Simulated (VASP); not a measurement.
A run of VASP 6.6.1:

File INCAR:

```
ALGO     = Normal         # electronic algorithm
EDIFF    = 1E-6           # SCF threshold, eV
ENCUT    = 520            # plane-wave cutoff, eV
GGA      = PS             # functional
ISIF     = 2              # what is computed and relaxed
ISMEAR   = 0              # smearing method
LASPH    = True           # aspherical terms in the spheres
LCHARG   = True           # write CHGCAR
LELF     = True           # ELF
LREAL    = False          # projectors in reciprocal space
LVHAR    = True         
LWAVE    = False          # write WAVECAR
NBANDS   = 27             # bands
NELM     = 80             # most SCF steps
PREC     = Accurate       # precision mode
SIGMA    = 0.05           # smearing width, eV
```

KPOINTS

```
k-points
0
Gamma
  8 8 8
```

The input POSCAR:

```
KTaO3
1.0
    4.2842599479      0.0000000000      0.0000000000
    0.0000000000      3.9853580911      0.0000000000
    0.0000000000      0.0000000000      3.9853580911
K Ta O
1 1 3
Direct
    0.5000000000      0.5000000000      0.5000000000
    0.0000000000      0.0000000000      0.0000000000
    0.5000000000      0.0000000000      0.0000000000
    0.0000000000      0.5000000000      0.0000000000
    0.0000000000      0.0000000000      0.5000000000
```

Potentials or basis: VASP PAW PBE potentials, release 64 (K_sv, Ta_pv, O).

Launch:

```sh
$ cat potpaw_PBE.64/K_sv/POTCAR potpaw_PBE.64/Ta_pv/POTCAR potpaw_PBE.64/O/POTCAR > POTCAR
$ mpirun -np 1 vasp_std > vasp.out
```

Hardware: 1 thread of Intel Xeon 6975P-C, with other jobs on the host.

**Question.** How long does it take, and how much memory?

**Answer.** It took 80 s on 1 thread of Intel Xeon 6975P-C (shared host), peak memory 0.27 GiB. Counts: scf iterations 14, k points 75.
